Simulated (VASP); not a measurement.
Input of a VASP 6.6.1 run:

File INCAR:

```
SYSTEM = In5Sb5H18
PREC = Accurate
ENCUT = 400
EDIFF = 1E-6
ISMEAR = 0
SIGMA = 0.05
LREAL = Auto
LASPH = .TRUE.
NELM = 120
ALGO = Normal
ISIF = 2
LWAVE = .FALSE.
LCHARG = .FALSE.
GGA = PE
NBANDS = 99
GGA_COMPAT = .FALSE.
```

KPOINTS

```
regular mesh
0
G
  1 1 1
  0 0 0
```

The input POSCAR:

```
In5Sb5H18
1.0
   16.6000000000      0.0000000000      0.0000000000
    0.0000000000     16.9000000000      0.0000000000
    0.0000000000      0.0000000000     17.2000000000
Sb In H
5 5 18
Direct
    0.5211241983      0.4124919030      0.6064220439
    0.5211273738      0.6083075041      0.4140210706
    0.3619991833      0.3880842970      0.3900426883
    0.6465105194      0.3870403597      0.3890160873
    0.6801572956      0.6163338929      0.6143028008
    0.4263398438      0.5117470912      0.5115452083
    0.5736383918      0.2849235059      0.5065145514
    0.6111272335      0.7264772657      0.5020935587
    0.5736577268      0.5066322301      0.2886820202
    0.6111251972      0.5021316990      0.7225253321
    0.4446706308      0.3694539670      0.6585544169
    0.3270717783      0.5355343604      0.5349084166
    0.4446749602      0.6613623042      0.3717273870
    0.4854570421      0.2522977053      0.4616852703
    0.6478643616      0.2281118421      0.5493489434
    0.5406323937      0.7808333656      0.5535080712
    0.6885732492      0.7587571715      0.4428147331
    0.4064982140      0.3239050489      0.3269523041
    0.2953514084      0.3209377014      0.4278053909
    0.2953182941      0.4265121680      0.3240944717
    0.7071592627      0.3290876658      0.3320744714
    0.7248022024      0.4336882174      0.4348528393
    0.4854815480      0.4610189050      0.2565948647
    0.6478903276      0.5502305256      0.2328693777
    0.5406352126      0.5544668139      0.7759324335
    0.6885752302      0.4418068229      0.7542436681
    0.7474442296      0.6706740655      0.6676912608
    0.7529634385      0.5655818099      0.5644362320
```

Potentials or basis: VASP PAW PBE potentials, release 64 (Sb_d_GW, In_d, H).

The run is started by

```console
$ cat potpaw_PBE.64/Sb_d_GW/POTCAR potpaw_PBE.64/In_d/POTCAR potpaw_PBE.64/H/POTCAR > POTCAR
$ mpirun -np 1 vasp_gam > vasp.out
```

Predict the gap between the frontier levels.

3.36 eV.

Estimate the largest force.

0.026 eV/Å.

Forces on the atoms (eV/Å):
```
Sb   0.009  0.011 -0.009
Sb   0.009 -0.007  0.011
Sb   0.007  0.018  0.017
Sb  -0.011  0.003  0.004
Sb  -0.010  0.000  0.002
In  -0.017  0.006  0.007
In   0.004 -0.010  0.002
In  -0.004  0.017  0.001
In   0.007  0.004 -0.009
In  -0.004  0.001  0.012
H   -0.009 -0.005  0.005
H    0.016 -0.004 -0.004
H   -0.009  0.005 -0.005
H   -0.001  0.003 -0.001
H    0.000  0.003 -0.001
H    0.003 -0.008 -0.003
H   -0.002 -0.005  0.002
H    0.005 -0.012 -0.012
H   -0.008 -0.011  0.003
H   -0.007  0.003 -0.010
H    0.000 -0.007 -0.007
H    0.007  0.002  0.002
H   -0.001 -0.002  0.003
H    0.000 -0.001  0.003
H    0.003 -0.003 -0.008
H   -0.002  0.002 -0.005
H    0.006  0.006  0.006
H    0.009 -0.008 -0.007
```

Caveat: spin-orbit coupling is left out, which moves the levels of the heavy elements.
